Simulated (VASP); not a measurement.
# CO2 (Cmce) in VASP: further runs, part 2 of 2

VASP 6.6.1. The steps go on from the part before.

## 3. Relaxation of cell and atoms, PBE+D3(BJ), target pressure 9 GPa, at which the enthalpy is minimised

Input file INCAR:

```
SYSTEM = CO2
PREC = Accurate
ENCUT = 600
EDIFF = 1E-7
ISMEAR = 0
SIGMA = 0.01
LREAL = .FALSE.
LASPH = .TRUE.
NELM = 100
ALGO = Normal
ISIF = 3
LWAVE = .FALSE.
LCHARG = .FALSE.
GGA = PE
IVDW = 12
IBRION = 2
NSW = 80
EDIFFG = -0.002
PSTRESS = 90.0
```

Input file KPOINTS:

```
Automatic mesh
0
G
  8 8 4
  0 0 0
```

Input file POSCAR:

```
CO2
1.0
    2.3923934174     -2.1835382210      0.0000000000
    2.3923934174      2.1835382210      0.0000000000
    0.0000000000      0.0000000000      6.0542720922
C O
2 4
Direct
    0.0000000000      0.0000000000      0.0000000000
    0.5000000000      0.5000000000      0.5000000000
    0.7861926494      0.2138073506      0.8852321836
    0.2138073506      0.7861926494      0.1147678164
    0.7138073506      0.2861926494      0.3852321836
    0.2861926494      0.7138073506      0.6147678164
```

Potentials or basis: VASP PAW PBE potentials, release 64 (C, O).

Launch:

```bash
> cat potpaw_PBE.64/C/POTCAR potpaw_PBE.64/O/POTCAR > POTCAR
> mpirun -np 1 vasp_std > vasp.out
```

OUTCAR:

```text
SYSTEM = CO2
   PREC = Accurate
   ENCUT = 600
   EDIFF = 1E-7
   ISMEAR = 0
   LREAL = .FALSE.
   LASPH = .TRUE.
   NELM = 100
   ISIF = 3
   GGA = PE
   IVDW = 12
   IBRION = 2
   NSW = 80
   EDIFFG = -0.002
   PSTRESS = 90.0
 IVDW          = 12

 ion  position               nearest neighbor table
   1  0.000  0.000  0.000-   3 1.16   4 1.16
   2  0.500  0.500  0.500-   5 1.16   6 1.16
   3  0.786  0.214  0.885-   1 1.16
   4  0.214  0.786  0.115-   1 1.16
   5  0.714  0.286  0.385-   2 1.16
   6  0.286  0.714  0.615-   2 1.16

  LATTYP: Found a base centered orthorhombic cell.
 ALAT       =     4.3670764420
 B/A-ratio  =     1.0956498926
 C/A-ratio  =     1.3863444280

  Lattice vectors:

 A1 = (  -2.3923934174,  -2.1835382210,   0.0000000000)
 A2 = (   2.3923934174,  -2.1835382210,   0.0000000000)
 A3 = (   0.0000000000,   0.0000000000,   6.0542720922)

Analysis of symmetry for initial positions (statically):
=====================================================================
 Subroutine PRICEL returns:
 Original cell was already a primitive cell.

 Routine SETGRP: Setting up the symmetry group for a
 base centered orthorhombic supercell.

 Subroutine GETGRP returns: Found  8 space group operations
 (whereof  4 operations were pure point group operations)
 out of a pool of  8 trial point group operations.

The static configuration has the point symmetry C_2h.
 The point group associated with its full space group is D_2h.

Analysis of symmetry for dynamics (positions and initial velocities):
=====================================================================
 Subroutine PRICEL returns:
 Original cell was already a primitive cell.

 Routine SETGRP: Setting up the symmetry group for a
 base centered orthorhombic supercell.

 Subroutine GETGRP returns: Found  8 space group operations
 (whereof  4 operations were pure point group operations)
 out of a pool of  8 trial point group operations.

[... 117 lines left out ...]
   POTIM  = 0.5000    time-step for ionic-motion
   TEBEG  =    0.0;   TEEND  =   0.0 temperature during run
   PSTRESS=   90.0 pullay stress
   NELECT =      32.0000    total number of electrons
   NUPDOWN=      -1.0000    fix difference up-down
   EMIN   =  10.00;   EMAX   =-10.00  energy-range for DOS
   EFERMI =   0.00;   METHOD = LEGACY
   ISMEAR =     0;   SIGMA  =   0.01  broadening in eV -4-tet -1-fermi 0-gaus
   EFERMI_NEDOS =   21; number of points for ismear=-14 and -15
   IALGO  =     38    algorithm
   IMIX   =      4    mixing-type and parameters
     AMIX     =   0.40;   BMIX     =  1.00
     AMIX_MAG =   1.60;   BMIX_MAG =  1.00
  volume/ion in A,a.u.               =      10.54        71.14
  Fermi-wavevector in a.u.,A,eV,Ry     =   1.304457  2.465066 23.151778  1.701608
  Thomas-Fermi vector in A             =   2.435391
   LORBIT       =      0    0 simple, 1 ext, 2 COOP (PROOUT), +10 PAW based schemes
   GGA     = PE    functional components
   LHFCALC =     F    Hartree Fock is set to
   AEXX    =    0.0000 exact exchange contribution
   IVDW    =    12    specifies the selected vdW correction
   LEPSILON=     F    determine dielectric tensor
   LRPA    =     F    only Hartree local field effects (RPA)
 conjugate gradient relaxation of ions
 non-spin polarized calculation
 Gauss-broadening in eV      SIGMA  =   0.01
  energy-cutoff  :      600.00
  volume of cell :       63.25
 maximum number of plane-waves:      2137
 NGX is ok and might be reduce to    28
   NGX = 13   NGY = 13   NGZ = 25

--------------------------------------- Ionic step        1  -------------------------------------------

 number of electron      32.0000002 magnetization

 Free energy of the ion-electron system (eV)
  ---------------------------------------------------
  ext. energy  EPLUGINS =         0.00000000
  ---------------------------------------------------
  free energy    TOTEN  =       -45.31074809 eV

  energy without entropy =      -45.31074809  energy(sigma->0) =      -45.31074809

------------------------ aborting loop because EDIFF is reached ----------------------------------------

 Edisp (eV)   -0.61788

 E8    (eV) :    -0.1621
[... 125 lines left out ...]
  energy  without entropy=      -45.9426042638  energy(sigma->0) =      -45.94260426

  enthalpy is  TOTEN    =       -42.3819160967 eV   P V=        3.5606881671

[... ionic steps 4 to 14 ...]

--------------------------------------- Ionic step       15  -------------------------------------------

 number of electron      31.9999998 magnetization

------------------------ aborting loop because EDIFF is reached ----------------------------------------
[... 87 lines left out ...]
--------------------------------------- Ionic step       17  -------------------------------------------

 number of electron      31.9999998 magnetization

 Free energy of the ion-electron system (eV)
  ---------------------------------------------------
  ext. energy  EPLUGINS =         0.00000000
  ---------------------------------------------------
  free energy    TOTEN  =       -45.26922860 eV

  energy without entropy =      -45.26922860  energy(sigma->0) =      -45.26922860

 E-fermi :  -0.7454     XC(G=0):  -9.6565

 val. band max:       -0.8507954556   @ k =   0.5000   0.5000   0.0000
 cond. band min:       5.1981080631   @ k =   0.0000   0.0000   0.0000
 fundamental gap:      6.0489035186
 Fermi energy:        -0.7454490233

 k-point     1 :       0.0000    0.0000    0.0000
  band No.  band energies     occupation
      1     -22.4260      2.00000
      2     -21.9785      2.00000
      3     -20.9053      2.00000
      4     -20.6745      2.00000
      5      -7.0166      2.00000
      6      -6.5139      2.00000
[... 541 lines left out ...]
     19       6.5688      0.00000
     20       7.4388      0.00000

 [... further k-points ...]

------------------------ aborting loop because EDIFF is reached ----------------------------------------

 Edisp (eV)   -0.62581

 E8    (eV) :    -0.1642
[... 33 lines left out ...]
  energy  without entropy=      -45.8950368939  energy(sigma->0) =      -45.89503689

  enthalpy is  TOTEN    =       -42.3838362583 eV   P V=        3.5112006355

 reached required accuracy - stopping structural energy minimisation
```

OSZICAR:

```text
N       E                     dE             d eps       ncg     rms          rms(c)
DAV:   1     0.197879526007E+03    0.19788E+03   -0.19669E+04  2520   0.171E+03
DAV:   2    -0.378163860814E+02   -0.23570E+03   -0.22804E+03  3528   0.346E+02
DAV:   3    -0.483259232407E+02   -0.10510E+02   -0.10452E+02  2880   0.779E+01
[... 132 lines left out ...]
       N       E                     dE             d eps       ncg     rms          rms(c)
DAV:   1    -0.452692293569E+02   -0.23190E-03   -0.16094E-04  2520   0.106E-01    0.716E-03
DAV:   2    -0.452692288020E+02    0.55486E-06   -0.35164E-06  2636   0.159E-02    0.311E-03
DAV:   3    -0.452692286369E+02    0.16509E-06   -0.25099E-07  1736   0.451E-03    0.124E-03
DAV:   4    -0.452692285998E+02    0.37087E-07   -0.11264E-07  1320   0.285E-03
  17 F= -.42383836E+02 E0= -.42383836E+02  d E =-.970217E-06
```

CONTCAR:

```text
CO2
   1.00000000000000
     2.3791807373594529   -2.1753553886179482   -0.0000000000000000
     2.3791807373594529    2.1753553886179482    0.0000000000000000
     0.0000000000000000    0.0000000000000000    6.0385973322094637
  C               O
     2     4
Direct
     1.0000000000000000    0.0000000000000000    0.0000000000000000
     0.5000000000000000    0.5000000000000000    0.5000000000000000
     0.7843495574166592    0.2156504425833410    0.8844343789011951
     0.2156504425833410    0.7843495574166592    0.1155656210988050
     0.7156504425833408    0.2843495574166591    0.3844343789011949
     0.2843495574166591    0.7156504425833408    0.6155656210988049

  0.00000000E+00  0.00000000E+00  0.00000000E+00
  0.00000000E+00  0.00000000E+00  0.00000000E+00
  0.00000000E+00  0.00000000E+00  0.00000000E+00
  0.00000000E+00  0.00000000E+00  0.00000000E+00
  0.00000000E+00  0.00000000E+00  0.00000000E+00
  0.00000000E+00  0.00000000E+00  0.00000000E+00
```

Wall time 4.9 min (1 thread of Intel Xeon 6975P-C (Granite Rapids), shared host); peak memory 0.24 GiB.

What came out:

| Item | Value |
| --- | --- |
| Free energy | -45.8950 eV |
| Relaxed volume | 10.42 Å³/atom |
| Relaxed cell | a = 3.224 Å, b = 3.224 Å, c = 6.039 Å, α = 90.00°, β = 90.00°, γ = 84.88° |
| Space group after relaxing (to 0.1 Å) | Cmce (No. 64) |
| Energy change on relaxing (the run minimises the enthalpy) | +5.6 meV/atom |
| Ionic steps | 17 |
| Pressure after relaxing | 9.0 GPa |
| Band gap on the k mesh | 6.05 eV (least direct gap 7.03 eV) |
| Dispersion energy per atom | -0.104 eV |

Step by step:
```csv
step,energy change (eV),largest force (eV/Å),pressure (GPa),volume (Å³)
1,0.0000,0.6201,10.70,63.25
2,0.1972,3.3843,-5.09,64.28
3,-0.0140,0.0014,8.31,63.39
4,-0.0137,0.0261,8.40,63.38
5,0.0012,0.0188,8.60,63.10
6,0.0393,0.0022,9.10,62.41
7,0.0328,0.0047,9.01,62.52
8,0.0325,0.0251,8.90,62.53
9,0.0327,0.0031,8.99,62.52
10,0.0328,0.0027,8.99,62.52
11,0.0331,0.0017,9.00,62.52
12,0.0336,0.0017,9.01,62.51
13,0.0346,0.0066,9.05,62.49
14,0.0339,0.0031,9.02,62.50
15,0.0335,0.0182,8.94,62.51
16,0.0338,0.0023,9.01,62.50
17,0.0336,0.0015,9.00,62.51
```

Final structure:
```
C O
1.0
     2.37918   -2.17536    0.00000
     2.37918    2.17536    0.00000
     0.00000    0.00000    6.03860
C O
2 4
Cartesian
  2.3792 -2.1754 0.0000
  2.3792 0.0000 3.0193
  2.3792 -1.2371 5.3407
  2.3792 1.2371 0.6979
  2.3792 -0.9382 2.3214
  2.3792 0.9382 3.7172
```

Caveat: the cell is relaxed towards a set pressure, so the run minimises the enthalpy, not the energy.
